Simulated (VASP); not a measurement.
# Cu (Im-3m) in VASP: elastic constants with PBE

Aim: the elastic constants of Cu with PBE.

All numbers are computed with VASP 6.6.1; they aren't measurements. Logs are shortened: lines on timing, memory, paths and dates and some standing lists are left out, and cuts for length are marked.

## 1. The cell of the first run

Symmetry: Im-3m, No. 229, cubic system. Conventional cell: a = 2.886 Å, b = 2.886 Å, c = 2.886 Å, α = 90.00°, β = 90.00°, γ = 90.00°. Within 3.3 Å of Cu (site symmetry m-3m) lie 14 Cu at 2.50 to 2.89 Å.

This isn't the form of Cu at room conditions, which is fcc.

## 2. Elastic constants, PBE

The input, INCAR:

```
PREC = Accurate
ENCUT = 600
EDIFF = 1E-8
ISMEAR = -1
SIGMA = 0.15
LREAL = False
LASPH = True
NELM = 60
ALGO = Normal
ISIF = 3
LWAVE = False
LCHARG = True
GGA = PE
NBANDS = 12
IBRION = 6
NFREE = 2
POTIM = 0.015
NSW = 1
```

The input, KPOINTS:

```
regular mesh
0
Gamma
  28 28 28
```

The input, POSCAR:

```
Cu
1.0
   -1.4427786772      1.4427786772      1.4427786772
    1.4427786772     -1.4427786772      1.4427786772
    1.4427786772      1.4427786772     -1.4427786772
Cu
1
Direct
    0.0000000000      0.0000000000      0.0000000000
```

Potentials or basis: VASP PAW PBE potentials, release 64 (Cu).

The run is started by

```
cat potpaw_PBE.64/Cu/POTCAR > POTCAR
mpirun -np 1 vasp_std > vasp.out
```

OUTCAR:

```text
PREC = Accurate
   ENCUT = 600
   EDIFF = 1E-8
   ISMEAR = -1
   LREAL = False
   LASPH = True
   NELM = 60
   ISIF = 3
   GGA = PE
   IBRION = 6
   NFREE = 2
   POTIM = 0.015
   NSW = 1

 ion  position               nearest neighbor table
   1  0.000  0.000  0.000-

  LATTYP: Found a body centered cubic cell.
 ALAT       =     2.8855573544

  Lattice vectors:

 A1 = (  -1.4427786772,   1.4427786772,   1.4427786772)
 A2 = (   1.4427786772,  -1.4427786772,   1.4427786772)
 A3 = (   1.4427786772,   1.4427786772,  -1.4427786772)

Analysis of symmetry for initial positions (statically):
=====================================================================
 Subroutine PRICEL returns:
 Original cell was already a primitive cell.

 Routine SETGRP: Setting up the symmetry group for a
 body centered cubic supercell.

 Subroutine GETGRP returns: Found 48 space group operations
 (whereof 48 operations were pure point group operations)
 out of a pool of 48 trial point group operations.

The static configuration has the point symmetry O_h .

Analysis of symmetry for dynamics (positions and initial velocities):
=====================================================================
 Subroutine PRICEL returns:
 Original cell was already a primitive cell.

 Routine SETGRP: Setting up the symmetry group for a
 body centered cubic supercell.

 Subroutine GETGRP returns: Found 48 space group operations
 (whereof 48 operations were pure point group operations)
 out of a pool of 48 trial point group operations.

The dynamic configuration has the point symmetry O_h .

 Subroutine INISYM returns: Found 48 space group operations
 (whereof 48 operations are pure point group operations),
 and found     1 'primitive' translations

----------------------------------------------------------------------------------------

                                     Primitive cell

  volume of cell :      12.0132

  direct lattice vectors                    reciprocal lattice vectors
    -1.442778677  1.442778677  1.442778677     0.000000000  0.346553500  0.346553500
     1.442778677 -1.442778677  1.442778677     0.346553500  0.000000000  0.346553500
     1.442778677  1.442778677 -1.442778677     0.346553500  0.346553500  0.000000000

  length of vectors
     2.498965973  2.498965973  2.498965973     0.490100659  0.490100659  0.490100659

  position of ions in fractional coordinates (direct lattice)
     0.000000000  0.000000000  0.000000000

  ion indices of the primitive-cell ions
   primitive index   ion index
                 1           1

----------------------------------------------------------------------------------------

 KPOINTS: regular mesh

Automatic generation of k-mesh.
 Grid dimensions read from file:
 generate k-points for:   28   28   28

 Generating k-lattice:

  Cartesian coordinates                     Fractional coordinates (reciprocal lattice)
     0.000000000  0.012376911  0.012376911     0.035714286  0.000000000  0.000000000
     0.012376911  0.000000000  0.012376911     0.000000000  0.035714286  0.000000000
     0.012376911  0.012376911  0.000000000     0.000000000  0.000000000  0.035714286

  Length of vectors
     0.017503595  0.017503595  0.017503595

  Shift w.r.t. Gamma in fractional coordinates (k-lattice)
[... 96 lines left out ...]
  ext. energy  EPLUGINS =         0.00000000
  ---------------------------------------------------
  free energy    TOTEN  =        -3.70430188 eV

  energy without entropy =       -3.68050044  energy(sigma->0) =       -3.69240116

------------------------ aborting loop because EDIFF is reached ----------------------------------------

  FORCE on cell =-STRESS in cart. coord.  units (eV):
  Direction    XX          YY          ZZ          XY          YZ          ZX
  --------------------------------------------------------------------------------------
  -------------------------------------------------------------------------------------
  Total        0.0457681      0.0457681      0.0457681      0.0000000      0.0000000      0.0000000
  in kB        6.1039945      6.1039945      6.1039945      0.0000000      0.0000000      0.0000000
  external PRESSURE =       6.1039945 kB  Pullay stress =       0.0000000 kB
[... 86 lines left out ...]
  FREE ENERGIE OF THE ION-ELECTRON SYSTEM (eV)
  ---------------------------------------------------
  free  energy   TOTEN  =        -3.7024851687 eV

  energy  without entropy=       -3.6789281083  energy(sigma->0) =       -3.69070664

[... ionic steps 4 to 12 ...]

--------------------------------------- Ionic step       13  -------------------------------------------

 number of electron      11.0000003 magnetization

------------------------ aborting loop because EDIFF is reached ----------------------------------------
[... 65 lines left out ...]
--------------------------------------- Ionic step       15  -------------------------------------------

 number of electron      11.0000001 magnetization

 Free energy of the ion-electron system (eV)
  ---------------------------------------------------
  ext. energy  EPLUGINS =         0.00000000
  ---------------------------------------------------
  free energy    TOTEN  =        -3.70429880 eV

  energy without entropy =       -3.68049739  energy(sigma->0) =       -3.69239809

 E-fermi :   7.3774     XC(G=0): -12.6291

 val. band max:        7.3694259074   @ k =   0.2500   0.1429   0.1071
 cond. band min:       7.3792269999   @ k =   0.2143   0.1786   0.1071
 fundamental gap:      0.0098010926
 Fermi energy:         7.3773616236

 k-point     1 :       0.0000    0.0000    0.0000
  band No.  band energies     occupation
      1      -1.8402      2.00000
      2       4.3238      2.00000
      3       4.3238      2.00000
      4       4.3238      2.00000
      5       5.3097      2.00000
      6       5.3097      2.00000
      7      32.2730      0.00000
      8      32.2730      0.00000
      9      32.2730      0.00000
     10      35.4250      0.00000
     11      35.4250      0.00000
     12      35.4250      0.00000
[... 331 lines left out ...]
 k-point    24 :       0.3214    0.0357    0.0000
  band No.  band energies     occupation
      1       1.7443      2.00000
      2       3.7924      2.00000
      3       4.5407      2.00000
      4       5.2112      2.00000
      5       5.3947      2.00000
      6       5.6260      1.99998
      7      16.5232      0.00000
      8      25.3287      0.00000
      9      26.0290      0.00000
     10      29.4176      0.00000
     11      31.8888      0.00000
     12      38.1725      0.00000

 [... further k-points ...]

------------------------ aborting loop because EDIFF is reached ----------------------------------------

  FORCE on cell =-STRESS in cart. coord.  units (eV):
  Direction    XX          YY          ZZ          XY          YZ          ZX
  --------------------------------------------------------------------------------------
  -------------------------------------------------------------------------------------
  Total        0.0460897      0.0460897      0.0460897     -0.0000000      0.0000000      0.0000000
  in kB        6.1468888      6.1468888      6.1468888     -0.0000000      0.0000000      0.0000000
  external PRESSURE =       6.1468888 kB  Pullay stress =       0.0000000 kB
[... 16 lines left out ...]
  FREE ENERGIE OF THE ION-ELECTRON SYSTEM (eV)
  ---------------------------------------------------
  free  energy   TOTEN  =        -3.7042988011 eV

  energy  without entropy=       -3.6804973878  energy(sigma->0) =       -3.69239809

 INTERNAL STRAIN TENSORS FROM STRAINED CELLS
 ============================================

 INTERNAL STRAIN TENSOR FOR ION    1 for displacements in x,y,z  (eV/Angst):
          X           Y           Z          XY          YZ          ZX
  --------------------------------------------------------------------------------
  x     0.00000     0.00000    -0.00000     0.00000     0.00000    -0.00000
  y     0.00000    -0.00000    -0.00000     0.00000    -0.00000    -0.00000
  z     0.00000    -0.00000    -0.00000     0.00000    -0.00000    -0.00000

 INTERNAL STRAIN TENSORS FROM DISPLACED ATOMS
 ============================================

 INTERNAL STRAIN TENSOR FOR ION    1 for displacements in x,y,z  (eV/Angst):
          X           Y           Z          XY          YZ          ZX
  --------------------------------------------------------------------------------
  x     0.00000     0.00000     0.00000     0.00000     0.00000     0.00000
  y     0.00000     0.00000     0.00000     0.00000     0.00000     0.00000
  z     0.00000     0.00000     0.00000     0.00000     0.00000     0.00000

 Eigenvectors and eigenvalues of the dynamical matrix
 ----------------------------------------------------

   1 f  =    0.000000 THz     0.000000 2PiTHz    0.000000 cm-1     0.000000 meV
             X         Y         Z           dx          dy          dz
      0.000000  0.000000  0.000000     1.000000    0.000000    0.000000

   2 f  =    0.000000 THz     0.000000 2PiTHz    0.000000 cm-1     0.000000 meV
             X         Y         Z           dx          dy          dz
      0.000000  0.000000  0.000000     0.000000    1.000000    0.000000

   3 f  =    0.000000 THz     0.000000 2PiTHz    0.000000 cm-1     0.000000 meV
             X         Y         Z           dx          dy          dz
      0.000000  0.000000  0.000000     0.000000    0.000000    1.000000

--------------------------------------------------------------------------------------------------------

 ELASTIC MODULI CONTR FROM IONIC RELAXATION (kBar)
 Direction    XX          YY          ZZ          XY          YZ          ZX
 --------------------------------------------------------------------------------
 XX           0.0000      0.0000      0.0000      0.0000      0.0000      0.0000
 YY           0.0000      0.0000      0.0000      0.0000      0.0000      0.0000
 ZZ           0.0000      0.0000      0.0000      0.0000      0.0000      0.0000
 XY           0.0000      0.0000      0.0000      0.0000      0.0000      0.0000
 YZ           0.0000      0.0000      0.0000      0.0000      0.0000      0.0000
 ZX           0.0000      0.0000      0.0000      0.0000      0.0000      0.0000
 --------------------------------------------------------------------------------

 TOTAL ELASTIC MODULI (kBar)
 Direction    XX          YY          ZZ          XY          YZ          ZX
 --------------------------------------------------------------------------------
 XX        1299.5425   1412.5660   1412.5660      0.0000     -0.0000     -0.0000
 YY        1412.5660   1299.5425   1412.5660      0.0000      0.0000     -0.0000
 ZZ        1412.5660   1412.5660   1299.5425     -0.0000      0.0000      0.0000
 XY           0.0000      0.0000     -0.0000    961.6981      0.0000      0.0000
 YZ          -0.0000      0.0000      0.0000      0.0000    961.6981      0.0000
 ZX          -0.0000     -0.0000      0.0000      0.0000      0.0000    961.6981
 --------------------------------------------------------------------------------
```

Wall time 1.6 h (1 thread of Intel Xeon 8259CL, shared host); peak memory 1.7 GiB.

Results:

- Elastic constants C11, C12, C44: 130, 141, 96 GPa
- Voigt bulk modulus: 137 GPa

Elastic tensor in Voigt notation (GPa, in the Cartesian axes of the cell as first typed):
```
130 141 141   0   0   0
141 130 141   0   0   0
141 141 130   0   0   0
  0   0   0  96   0   0
  0   0   0   0  96   0
  0   0   0   0   0  96
```

Clamped-ion elastic tensor (GPa):
```
130 141 141   0   0   0
141 130 141   0   0   0
141 141 130   0   0   0
  0   0   0  96   0   0
  0   0   0   0  96   0
  0   0   0   0   0  96
```

Caveat: the elastic tensor has a negative eigenvalue, so either the cell is unstable as it stands or the mesh is too thin.
